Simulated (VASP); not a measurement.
A run of VASP 6.6.1 is set up as follows.

INCAR

```
SYSTEM = Ni
PREC = Accurate ; ENCUT = 520
EDIFF = 1E-7 ; ISMEAR = -1
SIGMA = 0.1 ; LREAL = .False.
LASPH = .True. ; NELM = 60
ALGO = Normal ; ISIF = 2
LWAVE = .False. ; LCHARG = .True.
GGA = RE ; LELF = .True.
LVHAR = .True. ; NBANDS = 11
```

Contents of KPOINTS:

```
Automatic mesh
0
Gamma
  25 25 25
  0 0 0
```

The input POSCAR:

```
Ni
1.0
    0.0000000000      1.8151915940      1.8151915940
    1.8151915940      0.0000000000      1.8151915940
    1.8151915940      1.8151915940      0.0000000000
Ni
1
Direct
    0.0000000000      0.0000000000      0.0000000000
```

Potentials or basis: VASP PAW PBE potentials, release 64 (Ni).

Launch:

```console
$ cat potpaw_PBE.64/Ni/POTCAR > POTCAR
$ mpirun -np 1 vasp_std > vasp.out
```

(1) What does it give for the pressure?

(2) What does it give for the band gap on the k mesh?

Answers

(1) -11.5 GPa.

(2) zero (band 5 reaches 8.15 eV, above the bottom of band 6 at 7.32 eV).

Caveat: the PAW data sets were made with another functional, which shifts forces and pressure a little; the run has no spin polarisation, though such a crystal can be magnetic.
